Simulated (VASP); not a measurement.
# AlRu (Pm-3m) in VASP: further runs

AlRu is run at these levels: r2SCAN; tasks: single point, relaxation of cell and atoms.

All numbers are computed with VASP 6.6.1; they aren't measurements. Logs are shortened: lines on timing, memory, paths and dates and some standing lists are left out, and cuts for length are marked.

### 1 The cell of the first run

Symmetry: Pm-3m, No. 221, cubic system. Conventional cell: a = 2.982 Å, b = 2.982 Å, c = 2.982 Å, α = 90.00°, β = 90.00°, γ = 90.00°. Al (site symmetry m-3m) has 8 Ru at 2.58 Å and 6 Al at 2.98 Å within 3.4 Å. Within 3.4 Å of Ru (site symmetry m-3m) lie 8 Al at 2.58 Å and 6 Ru at 2.98 Å.

### 2 Single point, r2SCAN

Input file POSCAR:

```
AlRu
1.0
    2.9821038317      0.0000000000      0.0000000000
    0.0000000000      2.9821038317      0.0000000000
    0.0000000000      0.0000000000      2.9821038317
Al Ru
1 1
Direct
    0.0000000000      0.0000000000      0.0000000000
    0.5000000000      0.5000000000      0.5000000000
```

Input file INCAR.step1:

```
SYSTEM = AlRu
PREC     = Accurate       ! precision mode
ENCUT    = 520            ! plane-wave cutoff, eV
ISMEAR   = 0              ! smearing method
SIGMA    = 0.1            ! smearing width, eV
LREAL    = .FALSE.        ! projectors in reciprocal space
LASPH    = .TRUE.         ! aspherical terms in the spheres
NELM     = 80             ! most SCF steps
NBANDS   = 16             ! bands
GGA      = PE             ! functional
ALGO     = Normal         ! electronic algorithm
EDIFF    = 1E-4           ! SCF threshold, eV
LWAVE    = .TRUE.         ! write WAVECAR
LCHARG   = .FALSE.        ! write CHGCAR
```

Input file INCAR.step2:

```
SYSTEM = AlRu
PREC     = Accurate       ! precision mode
ENCUT    = 520            ! plane-wave cutoff, eV
EDIFF    = 1E-6           ! SCF threshold, eV
ISMEAR   = 0              ! smearing method
SIGMA    = 0.1            ! smearing width, eV
LREAL    = .FALSE.        ! projectors in reciprocal space
LASPH    = .TRUE.         ! aspherical terms in the spheres
NELM     = 80             ! most SCF steps
ALGO     = Normal         ! electronic algorithm
ISIF     = 2              ! what is computed and relaxed
LWAVE    = .FALSE.        ! write WAVECAR
LCHARG   = .TRUE.         ! write CHGCAR
METAGGA  = R2SCAN         ! meta-GGA
LMIXTAU  = .TRUE.       
LELF     = .TRUE.         ! ELF
LVHAR    = .TRUE.       
NBANDS   = 16             ! bands
ISTART   = 1
```

Input file KPOINTS:

```
regular mesh
0
G
  18 18 18
  0 0 0
```

Potentials or basis: VASP PAW PBE potentials, release 64 (Al, Ru_pv).

Command:

```
cat potpaw_PBE.64/Al/POTCAR potpaw_PBE.64/Ru_pv/POTCAR > POTCAR
cp INCAR.step1 INCAR
mpirun -np 1 vasp_std > vasp.out
cp INCAR.step2 INCAR
mpirun -np 1 vasp_std > vasp.out
```

OUTCAR:

```text
SYSTEM = AlRu
   PREC = Accurate
   ENCUT = 520
   EDIFF = 1E-6
   ISMEAR = 0
   LREAL = .FALSE.
   LASPH = .TRUE.
   NELM = 80
   ISIF = 2
   METAGGA = R2SCAN
   ISTART = 1

 ion  position               nearest neighbor table
   1  0.000  0.000  0.000-   2 2.58   2 2.58   2 2.58   2 2.58   2 2.58   2 2.58   2 2.58   2 2.58

   2  0.500  0.500  0.500-   1 2.58   1 2.58   1 2.58   1 2.58   1 2.58   1 2.58   1 2.58   1 2.58

  LATTYP: Found a simple cubic cell.
 ALAT       =     2.9821038317

  Lattice vectors:

 A1 = (   2.9821038317,   0.0000000000,   0.0000000000)
 A2 = (   0.0000000000,   2.9821038317,   0.0000000000)
 A3 = (   0.0000000000,   0.0000000000,   2.9821038317)

Analysis of symmetry for initial positions (statically):
=====================================================================
 Subroutine PRICEL returns:
 Original cell was already a primitive cell.

 Routine SETGRP: Setting up the symmetry group for a
 simple cubic supercell.

 Subroutine GETGRP returns: Found 48 space group operations
 (whereof 48 operations were pure point group operations)
 out of a pool of 48 trial point group operations.

The static configuration has the point symmetry O_h .

Analysis of symmetry for dynamics (positions and initial velocities):
=====================================================================
 Subroutine PRICEL returns:
 Original cell was already a primitive cell.

 Routine SETGRP: Setting up the symmetry group for a
 simple cubic supercell.

 Subroutine GETGRP returns: Found 48 space group operations
 (whereof 48 operations were pure point group operations)
 out of a pool of 48 trial point group operations.

The dynamic configuration has the point symmetry O_h .

 Subroutine INISYM returns: Found 48 space group operations
 (whereof 48 operations are pure point group operations),
 and found     1 'primitive' translations

----------------------------------------------------------------------------------------

                                     Primitive cell

  volume of cell :      26.5197

  direct lattice vectors                    reciprocal lattice vectors
     2.982103832  0.000000000  0.000000000     0.335333730  0.000000000  0.000000000
     0.000000000  2.982103832  0.000000000     0.000000000  0.335333730  0.000000000
     0.000000000  0.000000000  2.982103832     0.000000000  0.000000000  0.335333730

  length of vectors
     2.982103832  2.982103832  2.982103832     0.335333730  0.335333730  0.335333730

  position of ions in fractional coordinates (direct lattice)
     0.000000000  0.000000000  0.000000000
     0.500000000  0.500000000  0.500000000

  ion indices of the primitive-cell ions
   primitive index   ion index
                 1           1
                 2           2

----------------------------------------------------------------------------------------

 KPOINTS: regular mesh

Automatic generation of k-mesh.
 Grid dimensions read from file:
 generate k-points for:   18   18   18

 Generating k-lattice:

  Cartesian coordinates                     Fractional coordinates (reciprocal lattice)
     0.018629652  0.000000000  0.000000000     0.055555556  0.000000000  0.000000000
     0.000000000  0.018629652  0.000000000     0.000000000  0.055555556  0.000000000
     0.000000000  0.000000000  0.018629652     0.000000000  0.000000000  0.055555556

  Length of vectors
     0.018629652  0.018629652  0.018629652

  Shift w.r.t. Gamma in fractional coordinates (k-lattice)
     0.000000000  0.000000000  0.000000000

 Subroutine IBZKPT returns following result:
 ===========================================

 Found    220 irreducible k-points:

 Following reciprocal coordinates:
            Coordinates               Weight
  0.000000  0.000000  0.000000      1.000000
  0.055556  0.000000  0.000000      6.000000
  0.111111  0.000000  0.000000      6.000000
  0.166667  0.000000  0.000000      6.000000
  0.222222  0.000000  0.000000      6.000000
  0.277778  0.000000  0.000000      6.000000
[... 16 lines left out ...]
  0.277778  0.111111  0.000000     24.000000
  0.333333  0.111111  0.000000     24.000000
 [... further k-points ...]
   k-points           NKPTS =    220   k-points in BZ     NKDIM =    220   number of bands    NBANDS=     16
   number of dos      NEDOS =    301   number of ions     NIONS =      2
   total plane-waves  NPLWV =  13824
   dimension x,y,z NGX =    24 NGY =   24 NGZ =   24
   dimension x,y,z NGXF=    48 NGYF=   48 NGZF=   48
   ions per type =               1   1
   NGX,Y,Z   is equivalent  to a cutoff of  13.38, 13.38, 13.38 a.u.
   NGXF,Y,Z  is equivalent  to a cutoff of  26.76, 26.76, 26.76 a.u.
 SYSTEM =  AlRu
   PREC   = accura    normal or accurate (medium, high low for compatibility)
   ISTART =      1    job   : 0-new  1-cont  2-samecut
   ICHARG =      0    charge: 1-file 2-atom 10-const
   ISPIN  =      1    spin polarized calculation?
   LNONCOLLINEAR =      F non collinear calculations
   LSORBIT =      F    spin-orbit coupling
   LASPH  =      T    aspherical Exc in radial PAW
   ENCUT  =  520.0 eV  38.22 Ry    6.18 a.u.   5.54  5.54  5.54*2*pi/ulx,y,z
   NELM   =     80;   NELMIN=  2; NELMDL=  0     # of ELM steps
   EDIFF  = 0.1E-05   stopping-criterion for ELM
   LREAL  =      F    real-space projection
   EDIFFG = 0.1E-04   stopping-criterion for IOM
   NSW    =      0    number of steps for IOM
   IBRION =     -1    ionic relax: 0-MD 1-quasi-New 2-CG
   NFREE  =      0    steps in history (QN), initial steepest desc. (CG)
   ISIF   =      2    stress and relaxation
   ISYM   =      2    0-nonsym 1-usesym 2-fastsym
   POTIM  = 0.5000    time-step for ionic-motion
   TEBEG  =    0.0;   TEEND  =   0.0 temperature during run
   PSTRESS=    0.0 pullay stress
   NELECT =      17.0000    total number of electrons
   NUPDOWN=      -1.0000    fix difference up-down
   EMIN   =  10.00;   EMAX   =-10.00  energy-range for DOS
   EFERMI =   0.00;   METHOD = LEGACY
   ISMEAR =     0;   SIGMA  =   0.10  broadening in eV -4-tet -1-fermi 0-gaus
   EFERMI_NEDOS =   21; number of points for ismear=-14 and -15
   IALGO  =     38    algorithm
   IMIX   =      4    mixing-type and parameters
     AMIX     =   0.40;   BMIX     =  1.00
     AMIX_MAG =   1.60;   BMIX_MAG =  1.00
  volume/ion in A,a.u.               =      13.26        89.48
  Fermi-wavevector in a.u.,A,eV,Ry     =   1.411568  2.667476 27.109926  1.992523
  Thomas-Fermi vector in A             =   2.533406
   LORBIT       =      0    0 simple, 1 ext, 2 COOP (PROOUT), +10 PAW based schemes
   METAGGA = R2SCAN    functional components
   LHFCALC =     F    Hartree Fock is set to
   AEXX    =    0.0000 exact exchange contribution
   IVDW    =     0    specifies the selected vdW correction
   LEPSILON=     F    determine dielectric tensor
   LRPA    =     F    only Hartree local field effects (RPA)
 non-spin polarized calculation
 Gauss-broadening in eV      SIGMA  =   0.10
  energy-cutoff  :      520.00
  volume of cell :       26.52
 maximum number of plane-waves:       739
 NGX is ok and might be reduce to    24
   NGX = 11   NGY = 11   NGZ = 11

 number of electron      16.9999996 magnetization

 Free energy of the ion-electron system (eV)
  ---------------------------------------------------
  ext. energy  EPLUGINS =         0.00000000
  ---------------------------------------------------
  free energy    TOTEN  =       -33.61548849 eV

  energy without entropy =      -33.60865910  energy(sigma->0) =      -33.61207379

 E-fermi :  10.6856     XC(G=0): -13.6705

 val. band max:       10.6790378218   @ k =   0.1667   0.1111   0.0000
 cond. band min:      10.6872702848   @ k =   0.1111   0.1111   0.0000
 fundamental gap:      0.0082324630
 Fermi energy:        10.6856251332

 k-point     1 :       0.0000    0.0000    0.0000
  band No.  band energies     occupation
      1     -32.3819      2.00000
      2     -32.3819      2.00000
      3     -32.3819      2.00000
      4       0.4726      2.00000
      5       6.9629      2.00000
      6       6.9629      2.00000
[... 8 lines left out ...]
     15      22.2286      0.00000
     16      27.3668      0.00000

 k-point     2 :       0.0556    0.0000    0.0000
  band No.  band energies     occupation
      1     -32.3893      2.00000
      2     -32.3813      2.00000
      3     -32.3813      2.00000
      4       0.5361      2.00000
      5       6.9846      2.00000
      6       6.9860      2.00000
[... 8 lines left out ...]
     15      22.5039      0.00000
     16      27.5526      0.00000

 k-point     3 :       0.1111    0.0000    0.0000
  band No.  band energies     occupation
      1     -32.4104      2.00000
      2     -32.3795      2.00000
      3     -32.3795      2.00000
      4       0.7249      2.00000
      5       7.0393      2.00000
      6       7.0537      2.00000
[... 8 lines left out ...]
     15      23.1023      0.00000
     16      28.1291      0.00000

 k-point     4 :       0.1667    0.0000    0.0000
  band No.  band energies     occupation
      1     -32.4426      2.00000
      2     -32.3767      2.00000
      3     -32.3767      2.00000
      4       1.0333      2.00000
      5       7.0938      2.00000
      6       7.1604      2.00000
[... 8 lines left out ...]
     15      23.7039      0.00000
     16      29.1089      0.00000

 k-point     5 :       0.2222    0.0000    0.0000
  band No.  band energies     occupation
      1     -32.4819      2.00000
      2     -32.3733      2.00000
      3     -32.3733      2.00000
      4       1.4529      2.00000
      5       7.0916      2.00000
      6       7.2970      2.00000
[... 8 lines left out ...]
     15      24.1809      0.00000
     16      28.7533      0.00000

 k-point     6 :       0.2778    0.0000    0.0000
  band No.  band energies     occupation
      1     -32.5235      2.00000
      2     -32.3697      2.00000
      3     -32.3697      2.00000
      4       1.9721      2.00000
      5       6.9606      2.00000
      6       7.4500      2.00000
[... 8 lines left out ...]
     15      24.5314      0.00000
     16      27.7019      0.00000
[... 267 lines left out ...]
 k-point    21 :       0.1667    0.1111    0.0000
  band No.  band energies     occupation
      1     -32.4399      2.00000
      2     -32.4048      2.00000
      3     -32.3743      2.00000
      4       1.2746      2.00000
      5       7.1875      2.00000
      6       7.2507      2.00000
[... 8 lines left out ...]
     15      24.1894      0.00000
     16      28.8436      0.00000

 k-point    22 :       0.2222    0.1111    0.0000
  band No.  band energies     occupation
      1     -32.4790      2.00000
      2     -32.4012      2.00000
      3     -32.3709      2.00000
      4       1.6848      2.00000
      5       7.1873      2.00000
      6       7.3870      2.00000
[... 8 lines left out ...]
     15      24.8550      0.00000
     16      27.8277      0.00000

 k-point    23 :       0.2778    0.1111    0.0000
  band No.  band energies     occupation
      1     -32.5204      2.00000
      2     -32.3974      2.00000
      3     -32.3673      2.00000
      4       2.1913      2.00000
      5       7.0408      2.00000
      6       7.5420      2.00000
[... 8 lines left out ...]
     15      25.4233      0.00000
     16      26.7381      0.00000

 k-point    24 :       0.3333    0.1111    0.0000
  band No.  band energies     occupation
      1     -32.5591      2.00000
      2     -32.3938      2.00000
      3     -32.3639      2.00000
      4       2.7794      2.00000
      5       6.6990      2.00000
      6       7.7011      2.00000
[... 8 lines left out ...]
     15      25.5328      0.00000
     16      26.0019      0.00000

 [... further k-points ...]

------------------------ aborting loop because EDIFF is reached ----------------------------------------

  FORCE on cell =-STRESS in cart. coord.  units (eV):
  Direction    XX          YY          ZZ          XY          YZ          ZX
  --------------------------------------------------------------------------------------
  -------------------------------------------------------------------------------------
  Total        0.0226327      0.0226327      0.0226327      0.0000000     -0.0000000      0.0000000
  in kB        1.3673459      1.3673459      1.3673459      0.0000000     -0.0000000      0.0000000
  external PRESSURE =       1.3673459 kB  Pullay stress =       0.0000000 kB

 VOLUME and BASIS-vectors are now :
 -----------------------------------------------------------------------------
  energy-cutoff  :      520.00
  volume of cell :       26.52
      direct lattice vectors                 reciprocal lattice vectors
     2.982103832  0.000000000  0.000000000     0.335333730  0.000000000  0.000000000
     0.000000000  2.982103832  0.000000000     0.000000000  0.335333730  0.000000000
     0.000000000  0.000000000  2.982103832     0.000000000  0.000000000  0.335333730

 POSITION                                       TOTAL-FORCE (eV/Angst)
 -----------------------------------------------------------------------------------
      0.00000      0.00000      0.00000         0.000000      0.000000      0.000000
      1.49105      1.49105      1.49105         0.000000      0.000000      0.000000
 -----------------------------------------------------------------------------------
    total drift:                                0.000000     -0.000000     -0.000000

  FREE ENERGIE OF THE ION-ELECTRON SYSTEM (eV)
  ---------------------------------------------------
  free  energy   TOTEN  =       -33.6154884860 eV

  energy  without entropy=      -33.6086591009  energy(sigma->0) =      -33.61207379
```

It took 2.4 min on 1 thread of Intel Xeon Platinum 8259CL at 2.50GHz (Skylake/Cascade Lake), shared host; peak memory 0.21 GiB.

What came out:

```
Free energy            : -33.6155 eV
Pressure               : 0.1 GPa
Band gap on the k mesh : zero (an odd number of electrons rules out a gap without spin polarisation)
```

Levels at points of the mesh, in eV from the Fermi level:
```csv
k point,band 7,band 8,band 9,band 10,band 11,band 12
"(0.00, 0.00, 0.00)",0.19,0.19,0.19,6.58,6.58,6.58
"(0.50, 0.00, 0.00)",-1.70,-1.70,0.45,2.56,7.75,10.37
"(0.50, 0.50, 0.00)",-1.47,-1.25,-1.25,1.76,5.74,6.87
"(0.50, 0.50, 0.50)",1.86,1.86,3.28,4.36,4.36,4.36
```

Caveat: the PAW data sets were made with another functional, which shifts forces and pressure a little.

### 3 Single point, r2SCAN

This run uses another cell than the first one, of 13.29 Å³/atom.

Input file POSCAR:

```
AlRu
1.0
    2.9841922652      0.0000000000      0.0000000000
    0.0000000000      2.9841922652      0.0000000000
    0.0000000000      0.0000000000      2.9841922652
Al Ru
1 1
Direct
    0.0000000000      0.0000000000      0.0000000000
    0.5000000000      0.5000000000      0.5000000000
```

Input file INCAR.step1:

```
PREC     = Accurate       # precision mode
ENCUT    = 520            # plane-wave cutoff, eV
ISMEAR   = -1             # smearing method
SIGMA    = 0.15           # smearing width, eV
LREAL    = F              # projectors in reciprocal space
LASPH    = T              # aspherical terms in the spheres
NELM     = 60             # most SCF steps
NBANDS   = 16             # bands
GGA      = PE             # functional
ALGO     = Normal         # electronic algorithm
EDIFF    = 1E-4           # SCF threshold, eV
LWAVE    = T              # write WAVECAR
LCHARG   = F              # write CHGCAR
```

Input file INCAR.step2:

```
PREC     = Accurate       # precision mode
ENCUT    = 520            # plane-wave cutoff, eV
EDIFF    = 1E-6           # SCF threshold, eV
ISMEAR   = -1             # smearing method
SIGMA    = 0.15           # smearing width, eV
LREAL    = F              # projectors in reciprocal space
LASPH    = T              # aspherical terms in the spheres
NELM     = 60             # most SCF steps
ALGO     = Normal         # electronic algorithm
ISIF     = 2              # what is computed and relaxed
LWAVE    = F              # write WAVECAR
LCHARG   = T              # write CHGCAR
METAGGA  = R2SCAN         # meta-GGA
LMIXTAU  = T            
LELF     = T              # ELF
LVHAR    = T            
NBANDS   = 16             # bands
ISTART   = 1
```

Input file KPOINTS:

```
Automatic mesh
0
Gamma
  18 18 18
```

Potentials or basis: VASP PAW PBE potentials, release 64 (Al, Ru_pv).

Command:

```
cat potpaw_PBE.64/Al/POTCAR potpaw_PBE.64/Ru_pv/POTCAR > POTCAR
cp INCAR.step1 INCAR
mpirun -np 1 vasp_std > vasp.out
cp INCAR.step2 INCAR
mpirun -np 1 vasp_std > vasp.out
```

Wall time 2.4 min (1 thread of Intel Xeon Platinum 8259CL at 2.50GHz (Skylake/Cascade Lake), shared host); peak memory 0.21 GiB.

Results (log left out):

```yaml
Free_energy: -33.6656 eV
Pressure: 0.1 GPa
Band_gap_on_the_k_mesh: zero (an odd number of electrons rules out a gap without spin polarisation)
```

Levels at points of the mesh, in eV from the Fermi level:
| k point | band 6 | band 7 | band 8 | band 9 | band 10 | band 11 | band 12 | band 13 |
| --- | --- | --- | --- | --- | --- | --- | --- | --- |
| (0.00, 0.00, 0.00) | -3.76 | 0.14 | 0.14 | 0.14 | 6.52 | 6.52 | 6.52 | 10.33 |
| (0.50, 0.00, 0.00) | -2.87 | -1.74 | -1.74 | 0.41 | 2.51 | 7.70 | 10.33 | 11.62 |
| (0.50, 0.50, 0.00) | -1.51 | -1.51 | -1.29 | -1.29 | 1.71 | 5.68 | 6.80 | 10.33 |
| (0.50, 0.50, 0.50) | -4.99 | 1.81 | 1.81 | 3.21 | 4.31 | 4.31 | 4.31 | 9.01 |

Caveat: the PAW data sets were made with another functional, which shifts forces and pressure a little.

(Continued in part 2 of 2.)
